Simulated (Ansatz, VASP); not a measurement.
## Two plane-wave programs on Pt

```
CELL_PARAMETERS angstrom
2.80729 0.00000 0.00000
0.00000 3.97011 0.00000
0.00000 0.00000 24.82553
ATOMIC_POSITIONS crystal
Pt 0.50000 0.50000 0.30738
Pt 0.00000 0.00000 0.35524
Pt 0.50000 0.50000 0.41617
Pt 0.00000 0.00000 0.47177
Pt 0.50000 0.50000 0.52823
Pt 0.00000 0.00000 0.58383
Pt 0.50000 0.50000 0.64476
Pt 0.00000 0.00000 0.69262
```

Alike in both runs: functional PBE; k mesh 12 × 9 × 1; occupations gaussian, width 0.1 eV; no spin polarisation.

Ansatz relaxed the structure, and its values are those at the end. VASP's run is a single point on that final structure, the one shown.

```csv
,VASP,Ansatz
version,VASP 6.6.1,Ansatz 0.2.0
potentials or method,"VASP PAW PBE potentials, release 64 (Pt), cutoff 520 eV","scalar-relativistic, plane waves, PAW"
valence electrons in the cell,80,144
```

```tsv
	VASP	Ansatz	Ansatz less VASP
gap on the k mesh at the Fermi level (eV)	none	none	-
rms of the force components (eV/Å)	0.012	0.005	-0.0076
```

A gap of «none» marks a metal or a gap that the smearing closes. VASP's potentials hold 80 valence electrons a cell and Ansatz's 144, so a difference there can come from the potentials and not from the codes.

Spin-orbit coupling is off throughout.
